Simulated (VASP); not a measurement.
**CsB7: relaxation of cell and atoms with PBE**

CsB7:

```xyz
8
Lattice="5.1690 0.0000 0.0000 0.0000 5.1690 0.0000 0.0000 0.0000 5.1690" Properties=species:S:1:pos:R:3 pbc="T T T"
Cs    0.0000    0.0000    0.0000
B     1.3058    1.3058    1.3058
B     0.0000    2.5845    2.5845
B     2.5845    2.5845    0.0000
B     2.5845    0.0000    2.5845
B     3.8632    1.3058    3.8632
B     3.8632    3.8632    1.3058
B     1.3058    3.8632    3.8632
```

The cell was built from a structure type or drawn by symmetry, and may not be a known phase.

```
Program                : VASP 6.6.1
Task                   : relaxation of cell and atoms
Functional             : PBE
Potentials or basis    : VASP PAW PBE potentials, release 64 (Cs_sv, B)
Cutoff                 : 600 eV
k mesh                 : 4 × 4 × 4
Occupations            : gaussian, width 0.1 eV
Spin                   : no spin polarisation
Dipole correction      : no
Further INCAR settings : ALGO = Normal; EDIFF = 1e-07; IBRION = 2; EDIFFG = -0.04; NSW = 90; ISIF = 3
```

The relaxed volume is 11.00 Å³/atom and the relaxed cell is a = 4.447 Å, b = 4.447 Å, c = 4.447 Å, α = 90.00°, β = 90.00°, γ = 90.00°. The space group after relaxing (to 0.1 Å) is P-43m (No. 215), the pressure after relaxing is -0.1 GPa and the largest force after relaxing is 0.013 eV/Å. The band gap on the k mesh is zero (bands 15 and 16 overlap by 2.85 eV).

Forces on the atoms (eV/Å):
```
Cs   0.000  0.000  0.000
B    0.007  0.007  0.007
B    0.000  0.000  0.000
B    0.000  0.000  0.000
B    0.000  0.000  0.000
B   -0.007  0.007 -0.007
B   -0.007 -0.007  0.007
B    0.007 -0.007 -0.007
```

Final structure:
```
Cs B
1.0
     4.44745    0.00000    0.00000
     0.00000    4.44745    0.00000
     0.00000    0.00000    4.44745
Cs B
1 7
Direct
  0.00000 0.00000 0.00000
  0.35649 0.35649 0.35649
  0.00000 0.50000 0.50000
  0.50000 0.50000 0.00000
  0.50000 0.00000 0.50000
  0.64351 0.35649 0.64351
  0.64351 0.64351 0.35649
  0.35649 0.64351 0.64351
```

Levels at points of the mesh, in eV from the Fermi level:
| k point | band 11 | band 12 | band 13 | band 14 | band 15 | band 16 | band 17 | band 18 |
| --- | --- | --- | --- | --- | --- | --- | --- | --- |
| (0.00, 0.00, 0.00) | -6.05 | -0.81 | -0.81 | -0.81 | -0.59 | -0.59 | -0.59 | 3.17 |
| (0.50, 0.00, 0.00) | -2.70 | -2.32 | -2.32 | -1.90 | -1.62 | -0.20 | -0.20 | 2.26 |
| (0.50, 0.50, 0.00) | -3.61 | -3.16 | -3.16 | -2.49 | 0.03 | 0.03 | 2.10 | 4.41 |
| (0.50, 0.50, 0.50) | -2.35 | -2.35 | -2.35 | -2.20 | 2.27 | 2.27 | 2.27 | 3.77 |

Run time: 10 min on 1 thread of AMD EPYC 7R13 (shared host), peak memory 0.26 GiB.

Caveat: the volume moved by over 15 % at a fixed basis, so the end points are rough; spin-orbit coupling is left out, which moves the levels of the heavy elements.
